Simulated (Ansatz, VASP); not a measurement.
One calculation of SnO, two programs

```
CELL_PARAMETERS angstrom
3.70695 0.00000 0.00000
0.00000 3.70695 0.00000
0.00000 0.00000 4.83600
ATOMIC_POSITIONS crystal
Sn 0.00000 0.50000 0.23850
Sn 0.50000 0.00000 0.76150
O 0.00000 0.00000 0.00000
O 0.50000 0.50000 0.00000
```

Change from the starting cell: strain -0.025 along x and y, +0.000 along z, atoms carried along.

Alike in both runs: task single point; functional PBEsol; dispersion D3(BJ); k mesh 12 × 12 × 10; occupations gaussian, width 0.15 eV; no spin polarisation.

|  | VASP | Ansatz |
| --- | --- | --- |
| version | VASP 6.6.1 | Ansatz 0.2.0 |
| potentials or method | VASP PAW PBE potentials, release 64 (Sn_d, O), cutoff 520 eV | scalar-relativistic, plane waves, PAW |
| valence electrons in the cell | 40 | 40 |

VASP gave:

| Item | Value |
| --- | --- |
| gap on the k mesh at the Fermi level (eV) | none |
| pressure (GPa) | 3.8 |
| traceless stress, the component that is largest in VASP (GPa) | -2.47 |
| rms of the force components (eV/Å) | 0.333 |

Problem. What did Ansatz give for the same quantities?

Solution. gap on the k mesh at the Fermi level (eV): none; pressure (GPa): 3.5; traceless stress, the component that is largest in VASP (GPa): -2.50; rms of the force components (eV/Å): 0.293.

VASP's potentials were made for PBE, not for PBEsol. Atom by atom the forces differ by 0.040 eV/Å (rms over components). A gap of «none» marks a metal or a gap that the smearing closes.
